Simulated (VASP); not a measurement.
# Os (P6_3/mmc) in VASP: notebook, part 2 of 3

VASP 6.6.1.

## 3. Electric field gradients, r2SCAN (13.84 Å³/atom)

This run uses another cell than the first one, of 13.84 Å³/atom.

Contents of POSCAR:

```
Os
1.0
    2.7277032455      0.0000000000      0.0000000000
   -1.3638516228      2.3622603046      0.0000000000
    0.0000000000      0.0000000000      4.2972776792
Os
2
Direct
    0.3333333333      0.6666666667      0.2500000000
    0.6666666667      0.3333333333      0.7500000000
```

Contents of INCAR.step1:

```
SYSTEM = Os
  PREC = Accurate
  ENCUT = 580
  ISMEAR = -1
  SIGMA = 0.05
  LREAL = .FALSE.
  LASPH = .TRUE.
  NELM = 120
  NBANDS = 15
  GGA = PE
  ALGO = Normal
  EDIFF = 1E-5
  LWAVE = .TRUE.
  LCHARG = .FALSE.
  GGA_COMPAT = .FALSE.
```

Contents of INCAR.step2:

```
SYSTEM = Os
  PREC = Accurate
  ENCUT = 580
  EDIFF = 1E-8
  ISMEAR = -1
  SIGMA = 0.05
  LREAL = .FALSE.
  LASPH = .TRUE.
  NELM = 120
  ALGO = Normal
  ISIF = 2
  LWAVE = .FALSE.
  LCHARG = .FALSE.
  METAGGA = R2SCAN
  LMIXTAU = .TRUE.
  LEFG = .TRUE.
  NBANDS = 15
  ISTART = 1
  GGA_COMPAT = .FALSE.
```

Contents of KPOINTS:

```
regular mesh
0
G
  15 15 9
  0 0 0
```

Potentials or basis: VASP PAW PBE potentials, release 64 (Os).

Launch:

```console
cat potpaw_PBE.64/Os/POTCAR > POTCAR
cp INCAR.step1 INCAR
mpirun -np 1 vasp_std > vasp.out
cp INCAR.step2 INCAR
mpirun -np 1 vasp_std > vasp.out
```

OUTCAR:

```text
SYSTEM = Os
   PREC = Accurate
   ENCUT = 580
   EDIFF = 1E-8
   ISMEAR = -1
   LREAL = .FALSE.
   LASPH = .TRUE.
   NELM = 120
   ISIF = 2
   METAGGA = R2SCAN
   ISTART = 1

 ion  position               nearest neighbor table
   1  0.333  0.667  0.250-   2 2.66   2 2.66   2 2.66   2 2.66   2 2.66   2 2.66
   2  0.667  0.333  0.750-   1 2.66   1 2.66   1 2.66   1 2.66   1 2.66   1 2.66

  LATTYP: Found a hexagonal cell.
 ALAT       =     2.7277032455
 C/A-ratio  =     1.5754197918

  Lattice vectors:

 A1 = (   2.7277032455,   0.0000000000,   0.0000000000)
[... 648 lines left out ...]
  free  energy   TOTEN  =      -106.0081617630 eV

  energy  without entropy=     -106.0004678767  energy(sigma->0) =     -106.00431482

 Electric field gradients (V/A^2)
---------------------------------------------------------------------
 ion       V_xx      V_yy      V_zz      V_xy      V_xz      V_yz
---------------------------------------------------------------------
   1      42.472    42.472   -84.943     0.000     0.000    -0.000
   2      42.472    42.472   -84.943     0.000    -0.000     0.000
---------------------------------------------------------------------

 Electric field gradients after diagonalization (V/A^2)
 (convention: |V_zz| > |V_xx| > |V_yy|)
----------------------------------------------------------------------
 ion       V_xx      V_yy      V_zz     asymmetry (V_yy - V_xx)/ V_zz
----------------------------------------------------------------------
   1      42.472    42.472   -84.943       0.000
   2      42.472    42.472   -84.943       0.000
----------------------------------------------------------------------

           NMR quadrupolar parameters

 Cq : quadrupolar parameter    Cq=e*Q*V_zz/h
 eta: asymmetry parameters     (V_yy - V_xx)/ V_zz
 Q  : nuclear electric quadrupole moment in mb (millibarn)
----------------------------------------------------------------------
 ion       Cq(MHz)       eta       Q (mb)
----------------------------------------------------------------------
   1      -0.205       0.000       1.000
   2      -0.205       0.000       1.000
----------------------------------------------------------------------
```

OSZICAR.step1:

```text
N       E                     dE             d eps       ncg     rms          rms(c)
DAV:   1     0.112689495037E+03    0.11269E+03   -0.79322E+03  4050   0.112E+03
DAV:   2    -0.184731521978E+02   -0.13116E+03   -0.11437E+03  4078   0.341E+02
DAV:   3    -0.238147700678E+02   -0.53416E+01   -0.51402E+01  5457   0.611E+01
DAV:   4    -0.238577089411E+02   -0.42939E-01   -0.42874E-01  4393   0.563E+00
DAV:   5    -0.238579443295E+02   -0.23539E-03   -0.23538E-03  5584   0.385E-01    0.238E+01
DAV:   6    -0.228043550160E+02    0.10536E+01   -0.83174E-01  5163   0.786E+00    0.110E+01
DAV:   7    -0.224815827679E+02    0.32277E+00   -0.61060E-01  5226   0.660E+00    0.544E-01
DAV:   8    -0.224760710673E+02    0.55117E-02   -0.65111E-03  4162   0.611E-01    0.343E-01
DAV:   9    -0.224735355829E+02    0.25355E-02   -0.16492E-03  4918   0.408E-01    0.451E-02
DAV:  10    -0.224735587310E+02   -0.23148E-04   -0.59084E-05  5254   0.656E-02    0.888E-03
DAV:  11    -0.224735369783E+02    0.21753E-04   -0.38194E-06  2900   0.218E-02    0.228E-03
DAV:  12    -0.224735357481E+02    0.12303E-05   -0.26531E-07  2459   0.402E-03
   1 F= -.22473536E+02 E0= -.22469463E+02  d E =-.814603E-02
```

Wall time 85 s (1 thread of Intel Xeon 6975P-C (Granite Rapids), shared host); peak memory 0.2 GiB.

Results:

```
Free energy                             : -106.0082 eV
Pressure                                : 6.6 GPa
Band gap on the k mesh                  : zero (bands 8 and 9 overlap by 4.01 eV)
Largest electric field gradient by atom : Os -84.9 V/Å²
```

Electric field gradients, principal values (V/Å²):
```tsv
atom	least	middle	greatest (by size)
1 Os	42.472	42.472	-84.943
2 Os	42.472	42.472	-84.943
```

Caveat: the cell stands under pressure; without QUAD_EFG the Cq values of the log hold for a quadrupole moment of 1 mb, not for the nuclei; the PAW data sets were made with another functional, which shifts forces and pressure a little; spin-orbit coupling is left out, which moves the levels of the heavy elements.

## 4. Electric field gradients, r2SCAN (14.41 Å³/atom)

This run uses another cell than the first one, of 14.41 Å³/atom.

Contents of POSCAR:

```
Os
1.0
    2.7643210814      0.0000000000      0.0000000000
   -1.3821605407      2.3939722807      0.0000000000
    0.0000000000      0.0000000000      4.3549661425
Os
2
Direct
    0.3333333333      0.6666666667      0.2500000000
    0.6666666667      0.3333333333      0.7500000000
```

Contents of INCAR.step1:

```
SYSTEM = Os
ALGO     = Normal         ! electronic algorithm
EDIFF    = 1E-5           ! SCF threshold, eV
ENCUT    = 580            ! plane-wave cutoff, eV
GGA      = PE             ! functional
GGA_COMPAT= .FALSE.      
ISMEAR   = -1             ! smearing method
LASPH    = .TRUE.         ! aspherical terms in the spheres
LCHARG   = .FALSE.        ! write CHGCAR
LREAL    = .FALSE.        ! projectors in reciprocal space
LWAVE    = .TRUE.         ! write WAVECAR
NBANDS   = 15             ! bands
NELM     = 120            ! most SCF steps
PREC     = Accurate       ! precision mode
SIGMA    = 0.05           ! smearing width, eV
```

Contents of INCAR.step2:

```
SYSTEM = Os
ALGO     = Normal         ! electronic algorithm
EDIFF    = 1E-8           ! SCF threshold, eV
ENCUT    = 580            ! plane-wave cutoff, eV
GGA_COMPAT= .FALSE.      
ISIF     = 2              ! what is computed and relaxed
ISMEAR   = -1             ! smearing method
ISTART   = 1            
LASPH    = .TRUE.         ! aspherical terms in the spheres
LCHARG   = .FALSE.        ! write CHGCAR
LEFG     = .TRUE.       
LMIXTAU  = .TRUE.       
LREAL    = .FALSE.        ! projectors in reciprocal space
LWAVE    = .FALSE.        ! write WAVECAR
METAGGA  = R2SCAN         ! meta-GGA
NBANDS   = 15             ! bands
NELM     = 120            ! most SCF steps
PREC     = Accurate       ! precision mode
SIGMA    = 0.05           ! smearing width, eV
```

Contents of KPOINTS:

```
k-points
0
G
  15 15 9
  0 0 0
```

Potentials or basis: VASP PAW PBE potentials, release 64 (Os).

Launch:

```console
cat potpaw_PBE.64/Os/POTCAR > POTCAR
cp INCAR.step1 INCAR
mpirun -np 1 vasp_std > vasp.out
cp INCAR.step2 INCAR
mpirun -np 1 vasp_std > vasp.out
```

OUTCAR:

```text
SYSTEM = Os
   EDIFF = 1E-8
   ENCUT = 580
   ISIF = 2
   ISMEAR = -1
   ISTART = 1
   LASPH = .TRUE.
   LREAL = .FALSE.
   METAGGA = R2SCAN
   NELM = 120
   PREC = Accurate

 ion  position               nearest neighbor table
   1  0.333  0.667  0.250-   2 2.70   2 2.70   2 2.70   2 2.70   2 2.70   2 2.70
   2  0.667  0.333  0.750-   1 2.70   1 2.70   1 2.70   1 2.70   1 2.70   1 2.70

  LATTYP: Found a hexagonal cell.
 ALAT       =     2.7643210814
 C/A-ratio  =     1.5754197918

  Lattice vectors:

 A1 = (   2.7643210814,   0.0000000000,   0.0000000000)
 A2 = (  -1.3821605407,   2.3939722807,   0.0000000000)
 A3 = (   0.0000000000,   0.0000000000,   4.3549661425)

Analysis of symmetry for initial positions (statically):
=====================================================================
 Subroutine PRICEL returns:
 Original cell was already a primitive cell.

 Routine SETGRP: Setting up the symmetry group for a
[... 624 lines left out ...]
  volume of cell :       28.82
      direct lattice vectors                 reciprocal lattice vectors
     2.764321081  0.000000000  0.000000000     0.361752478  0.208857890  0.000000000
    -1.382160541  2.393972281  0.000000000     0.000000000  0.417715781  0.000000000
     0.000000000  0.000000000  4.354966143     0.000000000  0.000000000  0.229622910

 POSITION                                       TOTAL-FORCE (eV/Angst)
 -----------------------------------------------------------------------------------
     -0.00000      1.59598      1.08874         0.000000      0.000000      0.000000
      1.38216      0.79799      3.26622        -0.000000     -0.000000      0.000000
 -----------------------------------------------------------------------------------
    total drift:                               -0.000000      0.000000     -0.000000

  FREE ENERGIE OF THE ION-ELECTRON SYSTEM (eV)
  ---------------------------------------------------
  free  energy   TOTEN  =      -105.9925217061 eV

  energy  without entropy=     -105.9842394237  energy(sigma->0) =     -105.98838056

 Electric field gradients (V/A^2)
---------------------------------------------------------------------
 ion       V_xx      V_yy      V_zz      V_xy      V_xz      V_yz
---------------------------------------------------------------------
   1      39.719    39.719   -79.438     0.000     0.000    -0.000
   2      39.719    39.719   -79.438     0.000    -0.000     0.000
---------------------------------------------------------------------

 Electric field gradients after diagonalization (V/A^2)
 (convention: |V_zz| > |V_xx| > |V_yy|)
----------------------------------------------------------------------
 ion       V_xx      V_yy      V_zz     asymmetry (V_yy - V_xx)/ V_zz
----------------------------------------------------------------------
   1      39.719    39.719   -79.438       0.000
   2      39.719    39.719   -79.438       0.000
----------------------------------------------------------------------

           NMR quadrupolar parameters

 Cq : quadrupolar parameter    Cq=e*Q*V_zz/h
 eta: asymmetry parameters     (V_yy - V_xx)/ V_zz
 Q  : nuclear electric quadrupole moment in mb (millibarn)
----------------------------------------------------------------------
 ion       Cq(MHz)       eta       Q (mb)
----------------------------------------------------------------------
   1      -0.192       0.000       1.000
   2      -0.192       0.000       1.000
----------------------------------------------------------------------
```

OUTCAR.step1:

```text
SYSTEM = Os
   EDIFF = 1E-5
   ENCUT = 580
   GGA = PE
   ISMEAR = -1
   LASPH = .TRUE.
   LREAL = .FALSE.
[... 655 lines left out ...]
     -0.00000      1.59598      1.08874         0.000000      0.000000      0.000000
      1.38216      0.79799      3.26622        -0.000000     -0.000000      0.000000
 -----------------------------------------------------------------------------------
    total drift:                               -0.000000      0.000000     -0.000000

  FREE ENERGIE OF THE ION-ELECTRON SYSTEM (eV)
  ---------------------------------------------------
  free  energy   TOTEN  =       -22.5056869053 eV

  energy  without entropy=      -22.4969170813  energy(sigma->0) =      -22.50130199
```

OSZICAR.step1:

```text
N       E                     dE             d eps       ncg     rms          rms(c)
DAV:   1     0.111263351326E+03    0.11126E+03   -0.79302E+03  4050   0.112E+03
DAV:   2    -0.185315141018E+02   -0.12979E+03   -0.11285E+03  4127   0.335E+02
DAV:   3    -0.239051340507E+02   -0.53736E+01   -0.51753E+01  5408   0.608E+01
DAV:   4    -0.239514294940E+02   -0.46295E-01   -0.46144E-01  4477   0.577E+00
DAV:   5    -0.239516853762E+02   -0.25588E-03   -0.25587E-03  5506   0.403E-01    0.217E+01
DAV:   6    -0.228280619634E+02    0.11236E+01   -0.97492E-01  5170   0.852E+00    0.955E+00
DAV:   7    -0.225138634997E+02    0.31420E+00   -0.63465E-01  5198   0.674E+00    0.476E-01
DAV:   8    -0.225083705068E+02    0.54930E-02   -0.61165E-03  4169   0.581E-01    0.303E-01
DAV:   9    -0.225056835610E+02    0.26869E-02   -0.14827E-03  4876   0.385E-01    0.490E-02
DAV:  10    -0.225057105447E+02   -0.26984E-04   -0.62307E-05  5289   0.687E-02    0.109E-02
DAV:  11    -0.225056880146E+02    0.22530E-04   -0.39632E-06  2886   0.213E-02    0.170E-03
DAV:  12    -0.225056869053E+02    0.11093E-05   -0.27626E-07  2410   0.423E-03
   1 F= -.22505687E+02 E0= -.22501302E+02  d E =-.876982E-02
```

Run time: 84 s. Hardware: 1 thread of Intel Xeon 6975P-C (Granite Rapids), shared host; peak memory 0.2 GiB.

What came out:

```yaml
Free_energy: -105.9925 eV
Pressure: -10.4 GPa
Band_gap_on_the_k_mesh: zero (bands 8 and 9 overlap by 3.76 eV)
Largest_electric_field_gradient_by_atom: Os -79.4 V/Å²
```

Stress tensor (GPa, compression positive):
```
-10.70   0.00   0.00
  0.00 -10.70   0.00
  0.00   0.00  -9.82
```

Electric field gradients, principal values (V/Å²):
```
atom   least  middle  greatest (by size)
1 Os  39.719  39.719             -79.438
2 Os  39.719  39.719             -79.438
```

Caveat: the cell stands under tension; without QUAD_EFG the Cq values of the log hold for a quadrupole moment of 1 mb, not for the nuclei; the PAW data sets were made with another functional, which shifts forces and pressure a little; spin-orbit coupling is left out, which moves the levels of the heavy elements.

(Part 2 of 3 ends here.)
